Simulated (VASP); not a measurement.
PdPt3, 4 atoms in the cell. Symmetry: I4/mmm, No. 139, tetragonal system. The conventional cell has a = 3.944 Å, b = 3.944 Å, c = 7.831 Å, α = 90.00°, β = 90.00°, γ = 90.00°. Within 3.7 Å of Pt (site symmetry 4/mmm) lie 8 Pt at 2.78 Å and 4 Pd at 2.79 Å. Pt (site symmetry -4m2) has 8 Pt at 2.78 to 2.79 Å and 4 Pd at 2.78 Å within 3.7 Å. Pd (site symmetry 4/mmm) has 12 Pt at 2.78 to 2.79 Å within 3.7 Å. 

```yaml
Program: VASP 6.6.1
Task: single point
Functional: PBEsol
Potentials_or_basis: VASP PAW PBE potentials, release 64 (Pt, Pd)
Cutoff: 500 eV
k_mesh: 10 × 10 × 10
Occupations: fermi-dirac, width 0.05 eV
Spin: no spin polarisation
Dipole_correction: no
Further_INCAR_settings: ALGO = Normal; EDIFF = 1e-06; NBANDS = 28
```

Potentials or basis: VASP PAW PBE potentials, release 64 (Pt, Pd).

The run is started by

```console
$ cat potpaw_PBE.64/Pt/POTCAR potpaw_PBE.64/Pd/POTCAR > POTCAR
$ mpirun -np 1 vasp_std > vasp.out
```

Hardware: 1 thread of AMD EPYC 9R45 96-Core Processor (Zen 5), with other jobs on the host.

Estimate the wall time of this run.

Run time: 2.9 min on 1 thread of AMD EPYC 9R45 96-Core Processor (Zen 5), with other jobs on the host, peak memory 0.27 GiB. Counts: scf iterations 15, k points 102.
